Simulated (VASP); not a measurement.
The system is Fe.

```
Fe
1.0
    -1.43450    1.43450    1.43450
     1.43450   -1.43450    1.43450
     1.43450    1.43450   -1.43450
Fe
1
Direct
  0.00000 0.00000 0.00000
```

Base run:

* Program: VASP 6.6.1
* Functional: PBE
* Potentials or basis: VASP PAW PBE potentials, release 64 (Fe)
* Cutoff: 600 eV
* k mesh: 14 × 14 × 14
* Occupations: gaussian, width 0.1 eV
* Spin: collinear spin, ferromagnetic start
* Starting moments: [2.54] μB
* Fixed moment: 2.54 μB

Its results: pressure 0.3 GPa; site moments Fe +2.54 μB.

Problem. After a change of settings the same cell gave: pressure -16.6 GPa; site moments Fe +1.54 μB. Which change was it?
A. fixed moment from 2.54 μB to 1.52 μB; moments at the start from [2.54] to [1.52]
B. fixed moment from 2.54 μB to 2.03 μB; moments at the start from [2.54] to [2.03]
C. fixed moment from 2.54 μB to none; moments at the start from [2.54] to [0.4]
D. fixed moment from 2.54 μB to 3.05 μB; moments at the start from [2.54] to [3.05]

Solution. A.

Caveats: the total moment is fixed, so each spin has its own Fermi level.
